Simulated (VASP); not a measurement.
A run of VASP 6.6.1 is set up as follows.

INCAR

```
PREC = Accurate
ENCUT = 520
EDIFF = 1E-6
ISMEAR = 0
SIGMA = 0.01
LREAL = F
LASPH = T
NELM = 60
ALGO = Normal
ISIF = 2
LWAVE = F
LCHARG = F
GGA = CA
NBANDS = 28
```

The input KPOINTS:

```
Automatic mesh
0
Gamma
  6 6 6
```

File POSCAR:

```
SrTiO3
1.0
    3.9068515088      0.0000000000      0.0000000000
    0.0000000000      3.9068515088      0.0000000000
    0.0000000000      0.0000000000      3.9068515088
Sr Ti O
1 1 3
Direct
    0.0000000000      0.0000000000      0.0000000000
    0.5000000000      0.5000000000      0.5000000000
    0.5000000000      0.5000000000      0.0000000000
    0.5000000000      0.0000000000      0.5000000000
    0.0000000000      0.5000000000      0.5000000000
```

Potentials or basis: VASP PAW LDA potentials, release 64 (Sr_sv, Ti_sv, O).

Command:

```bash
$ cat potpaw_LDA.64/Sr_sv/POTCAR potpaw_LDA.64/Ti_sv/POTCAR potpaw_LDA.64/O/POTCAR > POTCAR
$ mpirun -np 1 vasp_std > vasp.out
```

Problem. Estimate the pressure.

Solution. -6.6 GPa.

Problem. Estimate the band gap on the k mesh.

Solution. 1.75 eV (least direct gap 2.11 eV).

Caveat: the cell stands under tension. A k mesh can miss the band edges.
